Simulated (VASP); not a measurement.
A run of VASP 6.6.1:

Contents of INCAR:

```
PREC = Accurate
ENCUT = 520
EDIFF = 1E-6
ISMEAR = -1
SIGMA = 0.05
LREAL = False
LASPH = True
NELM = 60
ALGO = Normal
ISIF = 2
LWAVE = False
LCHARG = False
GGA = PS
NBANDS = 14
```

The input KPOINTS:

```
Automatic mesh
0
Gamma
  10 10 10
```

POSCAR

```
HfC
1.0
    0.0000000000      2.2890023900      2.2890023900
    2.2890023900      0.0000000000      2.2890023900
    2.2890023900      2.2890023900      0.0000000000
Hf C
1 1
Direct
    0.5000000000      0.5000000000      0.5000000000
    0.0000000000      0.0000000000      0.0000000000
```

Potentials or basis: VASP PAW PBE potentials, release 64 (Hf_pv, C).

Run with:

```sh
$ cat potpaw_PBE.64/Hf_pv/POTCAR potpaw_PBE.64/C/POTCAR > POTCAR
$ mpirun -np 1 vasp_std > vasp.out
```

Hardware: 1 thread of AMD EPYC 7R13 Processor (Zen 3), with other jobs on the host.

Problem. How long does it take, and how much memory?

Solution. Run time: 17 s on 1 thread of AMD EPYC 7R13 Processor (Zen 3), on a shared host, peak memory 0.12 GiB. Counts: scf iterations 12, k points 47.
